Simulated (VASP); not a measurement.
Mg5Cd, 6 atoms in the cell. The structure is hexagonal, space group P-6m2 (No. 187). The conventional cell has a = 3.123 Å, b = 3.123 Å, c = 15.779 Å, α = 90.00°, β = 90.00°, γ = 120.00°. Mg (site symmetry 3m) has 9 Mg at 3.12 to 3.20 Å and 3 Cd at 3.17 Å within 4.1 Å. Mg (site symmetry 3m) has 12 Mg at 3.12 to 3.20 Å within 4.1 Å. Mg (site symmetry -6m2) has 12 Mg at 3.12 to 3.20 Å within 4.1 Å. Cd (site symmetry -6m2) has 6 Cd at 3.12 Å and 6 Mg at 3.17 Å within 4.1 Å. 

```yaml
Program: VASP 6.6.1
Task: single point
Functional: r2SCAN
Potentials_or_basis: VASP PAW PBE potentials, release 64 (Mg, Cd)
Cutoff: 520 eV
k_mesh: 8 × 8 × 2
Occupations: fermi-dirac, width 0.1 eV
Spin: no spin polarisation
Dipole_correction: no
Further_INCAR_settings: ALGO = Normal; EDIFF = 1e-06; NBANDS = 20
```

Potentials or basis: VASP PAW PBE potentials, release 64 (Mg, Cd).

Run with:

```sh
$ cat potpaw_PBE.64/Mg/POTCAR potpaw_PBE.64/Cd/POTCAR > POTCAR
$ cp INCAR.step1 INCAR
$ mpirun -np 1 vasp_std > vasp.out
$ cp INCAR.step2 INCAR
$ mpirun -np 1 vasp_std > vasp.out
```

Hardware: 1 thread of Intel(R) Xeon(R) 6975P-C (Granite Rapids), with other jobs on the host.

Task: Estimate the wall time of this run.

Result: It took 86 s on 1 thread of Intel(R) Xeon(R) 6975P-C (Granite Rapids), with other jobs on the host, peak memory 0.29 GiB. Counts: k points 20.
